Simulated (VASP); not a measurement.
# HfSi2B2 (I4/mmm) in VASP: notebook

HfSi2B2 is run at these levels: PBE; tasks: single point.

Everything below comes from runs of VASP 6.6.1. Logs are shortened: lines on timing, memory, paths and dates and some standing lists are left out, and cuts for length are marked.

## (1) The cell of the first run

The structure is tetragonal, space group I4/mmm (No. 139). The conventional cell has a = 3.602 Å, b = 3.602 Å, c = 9.246 Å, α = 90.00°, β = 90.00°, γ = 90.00°. Within 3.7 Å of Hf (site symmetry 4/mmm) lie 10 Si at 2.82 to 3.41 Å and 8 B at 2.93 Å and 4 Hf at 3.60 Å. Si (site symmetry 4mm) has 4 B at 2.11 Å and 1 Si at 2.42 Å and 4 Hf at 2.82 Å within 2.9 Å. B (site symmetry -4m2) has 4 Si at 2.11 Å and 4 B at 2.55 Å within 2.8 Å.

The cell was generated, and may not be a known phase.

## (2) Single point, PBE

The input, INCAR:

```
PREC     = Accurate       # precision mode
ENCUT    = 520            # plane-wave cutoff, eV
EDIFF    = 1E-6           # SCF threshold, eV
ISMEAR   = 0              # smearing method
SIGMA    = 0.1            # smearing width, eV
LREAL    = F              # projectors in reciprocal space
LASPH    = T              # aspherical terms in the spheres
NELM     = 100            # most SCF steps
ALGO     = Normal         # electronic algorithm
ISIF     = 2              # what is computed and relaxed
LWAVE    = F              # write WAVECAR
LCHARG   = T              # write CHGCAR
GGA      = PE             # functional
LELF     = T              # ELF
LVHAR    = T            
NBANDS   = 20             # bands
```

The input, KPOINTS:

```
Automatic mesh
0
Gamma
  6 6 6
```

The input, POSCAR:

```
HfSi2B2
1.0
   -1.8012024300      1.8012024300      4.6228816600
    1.8012024300     -1.8012024300      4.6228816600
    1.8012024300      1.8012024300     -4.6228816600
Hf Si B
1 2 2
Direct
    0.0000000000      0.0000000000      0.0000000000
    0.6308742800      0.6308742800      0.0000000000
    0.3691257200      0.3691257200      0.0000000000
    0.7500000000      0.2500000000      0.5000000000
    0.2500000000      0.7500000000      0.5000000000
```

Potentials or basis: VASP PAW PBE potentials, release 64 (Hf_pv, Si, B).

Started as:

```console
$ cat potpaw_PBE.64/Hf_pv/POTCAR potpaw_PBE.64/Si/POTCAR potpaw_PBE.64/B/POTCAR > POTCAR
$ mpirun -np 1 vasp_std > vasp.out
```

OUTCAR:

```text
PREC = Accurate
   ENCUT = 520
   EDIFF = 1E-6
   ISMEAR = 0
   LREAL = F
   LASPH = T
   NELM = 100
   ISIF = 2
   GGA = PE

 ion  position               nearest neighbor table
   1  0.000  0.000  0.000-   2 2.82   2 2.82   2 2.82   3 2.82   2 2.82   3 2.82   3 2.82   3 2.82
                             5 2.93   4 2.93   5 2.93   4 2.93   4 2.93   4 2.93   5 2.93   5 2.93
   2  0.631  0.631  0.000-   5 2.11   4 2.11   4 2.11   5 2.11   3 2.42   1 2.82   1 2.82   1 2.82
                             1 2.82   1 3.41
   3  0.369  0.369  0.000-   4 2.11   5 2.11   5 2.11   4 2.11   2 2.42   1 2.82   1 2.82   1 2.82
                             1 2.82   1 3.41
   4  0.750  0.250  0.500-   3 2.11   2 2.11   3 2.11   2 2.11   1 2.93   1 2.93   1 2.93   1 2.93

   5  0.250  0.750  0.500-   3 2.11   2 2.11   3 2.11   2 2.11   1 2.93   1 2.93   1 2.93   1 2.93

  LATTYP: Found a body centered tetragonal cell.
 ALAT       =     3.6024048600
 C/A-ratio  =     2.5665530886

  Lattice vectors:

 A1 = (  -1.8012024300,   1.8012024300,   4.6228816600)
 A2 = (   1.8012024300,  -1.8012024300,   4.6228816600)
 A3 = (   1.8012024300,   1.8012024300,  -4.6228816600)

Analysis of symmetry for initial positions (statically):
=====================================================================
 Subroutine PRICEL returns:
 Original cell was already a primitive cell.

 Routine SETGRP: Setting up the symmetry group for a
 body centered tetragonal supercell.

 Subroutine GETGRP returns: Found 16 space group operations
 (whereof 16 operations were pure point group operations)
 out of a pool of 16 trial point group operations.

The static configuration has the point symmetry D_4h.

Analysis of symmetry for dynamics (positions and initial velocities):
=====================================================================
 Subroutine PRICEL returns:
 Original cell was already a primitive cell.

 Routine SETGRP: Setting up the symmetry group for a
 body centered tetragonal supercell.

 Subroutine GETGRP returns: Found 16 space group operations
 (whereof 16 operations were pure point group operations)
 out of a pool of 16 trial point group operations.

The dynamic configuration has the point symmetry D_4h.

 Subroutine INISYM returns: Found 16 space group operations
 (whereof 16 operations are pure point group operations),
 and found     1 'primitive' translations

----------------------------------------------------------------------------------------

                                     Primitive cell

  volume of cell :      59.9926

  direct lattice vectors                    reciprocal lattice vectors
    -1.801202430  1.801202430  4.622881660     0.000000000  0.277592341  0.108157646
     1.801202430 -1.801202430  4.622881660     0.277592341  0.000000000  0.108157646
     1.801202430  1.801202430 -4.622881660     0.277592341  0.277592341  0.000000000

  length of vectors
     5.278228418  5.278228418  5.278228418     0.297918755  0.297918755  0.392574854

  position of ions in fractional coordinates (direct lattice)
     0.000000000  0.000000000  0.000000000
     0.630874280  0.630874280  0.000000000
     0.369125720  0.369125720  0.000000000
     0.750000000  0.250000000  0.500000000
     0.250000000  0.750000000  0.500000000

  ion indices of the primitive-cell ions
   primitive index   ion index
                 1           1
                 2           2
                 3           3
                 4           4
                 5           5

----------------------------------------------------------------------------------------

 KPOINTS: Automatic mesh

Automatic generation of k-mesh.
 Grid dimensions read from file:
 generate k-points for:    6    6    6

 Generating k-lattice:

  Cartesian coordinates                     Fractional coordinates (reciprocal lattice)
     0.000000000  0.046265390  0.018026274     0.166666667 -0.000000000  0.000000000
     0.046265390  0.000000000  0.018026274    -0.000000000  0.166666667  0.000000000
     0.046265390  0.046265390  0.000000000     0.000000000  0.000000000  0.166666667

  Length of vectors
     0.049653126  0.049653126  0.065429142

  Shift w.r.t. Gamma in fractional coordinates (k-lattice)
     0.000000000  0.000000000  0.000000000

 Subroutine IBZKPT returns following result:
 ===========================================

 Found     30 irreducible k-points:

 Following reciprocal coordinates:
            Coordinates               Weight
  0.000000  0.000000  0.000000      1.000000
  0.166667  0.000000  0.000000      8.000000
  0.333333  0.000000 -0.000000      8.000000
  0.500000  0.000000  0.000000      4.000000
  0.166667  0.166667 -0.000000      8.000000
  0.333333  0.166667 -0.000000     16.000000
[... 16 lines left out ...]
 -0.333333 -0.333333  0.166667      8.000000
 -0.166667 -0.333333  0.166667      8.000000
 [... further k-points ...]
   k-points           NKPTS =     30   k-points in BZ     NKDIM =     30   number of bands    NBANDS=     20
   number of dos      NEDOS =    301   number of ions     NIONS =      5
   total plane-waves  NPLWV =  64000
   dimension x,y,z NGX =    40 NGY =   40 NGZ =   40
   dimension x,y,z NGXF=    80 NGYF=   80 NGZF=   80
   ions per type =               1   2   2
   NGX,Y,Z   is equivalent  to a cutoff of  12.60, 12.60, 12.60 a.u.
   NGXF,Y,Z  is equivalent  to a cutoff of  25.20, 25.20, 25.20 a.u.
 SYSTEM =  unknown system
   PREC   = accura    normal or accurate (medium, high low for compatibility)
   ISTART =      0    job   : 0-new  1-cont  2-samecut
   ICHARG =      2    charge: 1-file 2-atom 10-const
   ISPIN  =      1    spin polarized calculation?
   LNONCOLLINEAR =      F non collinear calculations
   LSORBIT =      F    spin-orbit coupling
   LASPH  =      T    aspherical Exc in radial PAW
   ENCUT  =  520.0 eV  38.22 Ry    6.18 a.u.   9.81  9.81  9.81*2*pi/ulx,y,z
   NELM   =    100;   NELMIN=  2; NELMDL= -5     # of ELM steps
   EDIFF  = 0.1E-05   stopping-criterion for ELM
   LREAL  =      F    real-space projection
   EDIFFG = 0.1E-04   stopping-criterion for IOM
   NSW    =      0    number of steps for IOM
   IBRION =     -1    ionic relax: 0-MD 1-quasi-New 2-CG
   NFREE  =      0    steps in history (QN), initial steepest desc. (CG)
   ISIF   =      2    stress and relaxation
   ISYM   =      2    0-nonsym 1-usesym 2-fastsym
   POTIM  = 0.5000    time-step for ionic-motion
   TEBEG  =    0.0;   TEEND  =   0.0 temperature during run
   PSTRESS=    0.0 pullay stress
   NELECT =      24.0000    total number of electrons
   NUPDOWN=      -1.0000    fix difference up-down
   EMIN   =  10.00;   EMAX   =-10.00  energy-range for DOS
   EFERMI =   0.00;   METHOD = LEGACY
   ISMEAR =     0;   SIGMA  =   0.10  broadening in eV -4-tet -1-fermi 0-gaus
   EFERMI_NEDOS =   21; number of points for ismear=-14 and -15
   IALGO  =     38    algorithm
   IMIX   =      4    mixing-type and parameters
     AMIX     =   0.40;   BMIX     =  1.00
     AMIX_MAG =   1.60;   BMIX_MAG =  1.00
  volume/ion in A,a.u.               =      12.00        80.97
  Fermi-wavevector in a.u.,A,eV,Ry     =   1.206274  2.279527 19.797797  1.455097
  Thomas-Fermi vector in A             =   2.341946
   LORBIT       =      0    0 simple, 1 ext, 2 COOP (PROOUT), +10 PAW based schemes
   GGA     = PE    functional components
   LHFCALC =     F    Hartree Fock is set to
   AEXX    =    0.0000 exact exchange contribution
   IVDW    =     0    specifies the selected vdW correction
   LEPSILON=     F    determine dielectric tensor
   LRPA    =     F    only Hartree local field effects (RPA)
 non-spin polarized calculation
 Gauss-broadening in eV      SIGMA  =   0.10
  energy-cutoff  :      520.00
  volume of cell :       59.99
 maximum number of plane-waves:      1630
   NGX = 19   NGY = 19   NGZ = 19

 number of electron      24.0000000 magnetization

 Free energy of the ion-electron system (eV)
  ---------------------------------------------------
  ext. energy  EPLUGINS =         0.00000000
  ---------------------------------------------------
  free energy    TOTEN  =       -31.55818207 eV

  energy without entropy =      -31.54100065  energy(sigma->0) =      -31.54959136

 E-fermi :   9.0096     XC(G=0): -11.7890

 val. band max:        8.9932654000   @ k =  -0.3333   0.1667   0.0000
 cond. band min:       9.0128557369   @ k =  -0.3333   0.3333   0.1667
 fundamental gap:      0.0195903369
 Fermi energy:         9.0095871562

 k-point     1 :       0.0000    0.0000    0.0000
  band No.  band energies     occupation
      1     -22.5664      2.00000
      2     -22.3744      2.00000
      3     -22.3744      2.00000
      4      -5.6430      2.00000
      5       0.9514      2.00000
      6       1.0956      2.00000
[... 12 lines left out ...]
     19      12.7660      0.00000
     20      12.7660      0.00000

 k-point     2 :       0.1667    0.0000    0.0000
  band No.  band energies     occupation
      1     -22.5630      2.00000
      2     -22.4102      2.00000
      3     -22.3709      2.00000
      4      -5.2919      2.00000
      5       0.1595      2.00000
      6       1.6499      2.00000
[... 12 lines left out ...]
     19      12.5001      0.00000
     20      12.9454      0.00000

 k-point     3 :       0.3333    0.0000   -0.0000
  band No.  band energies     occupation
      1     -22.5562      2.00000
      2     -22.4809      2.00000
      3     -22.3640      2.00000
      4      -4.2983      2.00000
      5      -1.1335      2.00000
      6       1.0915      2.00000
[... 12 lines left out ...]
     19      14.0625      0.00000
     20      14.3472      0.00000

 k-point     4 :       0.5000    0.0000    0.0000
  band No.  band energies     occupation
      1     -22.5528      2.00000
      2     -22.5158      2.00000
      3     -22.3606      2.00000
      4      -2.8862      2.00000
      5      -2.7577      2.00000
      6       1.4592      2.00000
[... 429 lines left out ...]
 k-point    23 :      -0.3333   -0.3333    0.1667
  band No.  band energies     occupation
      1     -22.5630      2.00000
      2     -22.4083      2.00000
      3     -22.4046      2.00000
      4      -4.4692      2.00000
      5      -1.5374      2.00000
      6       1.6890      2.00000
[... 12 lines left out ...]
     19      13.0109      0.00000
     20      13.3436      0.00000

 k-point    24 :      -0.1667   -0.3333    0.1667
  band No.  band energies     occupation
      1     -22.5658      2.00000
      2     -22.4104      2.00000
      3     -22.3712      2.00000
      4      -4.9750      2.00000
      5      -1.1906      2.00000
      6       1.7213      2.00000
[... 12 lines left out ...]
     19      13.2133      0.00000
     20      13.4922      0.00000

 [... further k-points ...]

------------------------ aborting loop because EDIFF is reached ----------------------------------------

  FORCE on cell =-STRESS in cart. coord.  units (eV):
  Direction    XX          YY          ZZ          XY          YZ          ZX
  --------------------------------------------------------------------------------------
  -------------------------------------------------------------------------------------
  Total        2.9507160      2.9507160     -3.1556962      0.0000000     -0.0000000      0.0000000
  in kB       78.8025341     78.8025341    -84.2767842      0.0000000     -0.0000000      0.0000000
  external PRESSURE =      24.4427613 kB  Pullay stress =       0.0000000 kB

 VOLUME and BASIS-vectors are now :
 -----------------------------------------------------------------------------
  energy-cutoff  :      520.00
  volume of cell :       59.99
      direct lattice vectors                 reciprocal lattice vectors
    -1.801202430  1.801202430  4.622881660     0.000000000  0.277592341  0.108157646
     1.801202430 -1.801202430  4.622881660     0.277592341  0.000000000  0.108157646
     1.801202430  1.801202430 -4.622881660     0.277592341  0.277592341  0.000000000

 POSITION                                       TOTAL-FORCE (eV/Angst)
 -----------------------------------------------------------------------------------
      0.00000      0.00000      0.00000        -0.000000     -0.000000     -0.000000
      0.00000      0.00000      5.83291         0.000000      0.000000     -0.299396
      0.00000      0.00000      3.41285         0.000000      0.000000      0.299396
      0.00000      1.80120      2.31144        -0.000000     -0.000000     -0.000000
      1.80120      0.00000      2.31144        -0.000000     -0.000000     -0.000000
 -----------------------------------------------------------------------------------
    total drift:                               -0.000000     -0.000000     -0.000000

  FREE ENERGIE OF THE ION-ELECTRON SYSTEM (eV)
  ---------------------------------------------------
  free  energy   TOTEN  =       -31.5581820666 eV

  energy  without entropy=      -31.5410006522  energy(sigma->0) =      -31.54959136
```

Run time: 87 s. Hardware: 1 thread of Intel Xeon 8259CL, shared host; peak memory 0.26 GiB.

Results:

```
Free energy            : -31.5582 eV
Pressure               : 2.4 GPa
Largest force          : 0.299 eV/Å
Band gap on the k mesh : zero (bands 12 and 13 overlap by 2.35 eV)
```

Forces in eV/Å, atoms in the order of the input:
```
Hf   0.000  0.000  0.000
Si   0.000  0.000 -0.299
Si   0.000  0.000  0.299
B    0.000  0.000  0.000
B    0.000  0.000  0.000
```

Levels at points of the mesh, in eV from the Fermi level:
```
           k point  band 8  band 9  band 10  band 11  band 12  band 13  band 14  band 15  band 16  band 17
(0.00, 0.00, 0.00)   -5.68   -3.56    -3.37    -0.64    -0.64     0.12     1.30     2.77     2.77     2.96
(0.50, 0.00, 0.00)   -4.06   -2.88    -2.76    -2.70    -0.91    -0.71    -0.37     2.24     2.29     3.08
(0.50, 0.50, 0.00)   -6.56   -5.24    -5.22    -0.09     0.49     0.62     1.76     3.04     3.54     4.37
(0.50, 0.50, 0.50)   -4.80   -3.09    -1.31    -0.61    -0.61    -0.10     0.69     1.11     1.47     2.04
```

Caveat: the stress differs along the axes, from -8 to 8 GPa; spin-orbit coupling is left out, which moves the levels of the heavy elements.

[end of part 1 of 2]
